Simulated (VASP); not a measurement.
A run of VASP 6.6.1 is set up as follows.

INCAR

```
SYSTEM = NaCl
PREC = Accurate
ENCUT = 520
EDIFF = 1E-6
ISMEAR = 0
SIGMA = 0.05
LREAL = .False.
LASPH = .True.
NELM = 80
ALGO = Normal
ISIF = 2
LWAVE = .False.
LCHARG = .False.
GGA = PE
NBANDS = 14
```

File KPOINTS:

```
Automatic mesh
0
Gamma
  8 8 8
  0 0 0
```

Contents of POSCAR:

```
NaCl
1.0
    0.0000000000      2.7255593750      2.8317500000
    2.9379406250      0.0000000000      2.8317500000
    2.9379406250      2.7255593750      0.0000000000
Na Cl
1 1
Direct
    0.0000000000      0.0000000000      0.0000000000
    0.5000000000      0.5000000000      0.5000000000
```

Potentials or basis: VASP PAW PBE potentials, release 64 (Na_pv, Cl).

The run is started by

```sh
$ cat potpaw_PBE.64/Na_pv/POTCAR potpaw_PBE.64/Cl/POTCAR > POTCAR
$ mpirun -np 1 vasp_std > vasp.out
```

(1) Estimate the band gap on the k mesh.

(2) Predict the pressure.

Answers

(1) 5.05 eV, direct.

(2) 0.7 GPa.

Caveat: the cell differs from its parent crystal (strain +0.0375 x Voigt [1, -1, 0, 0, 0, 0]).
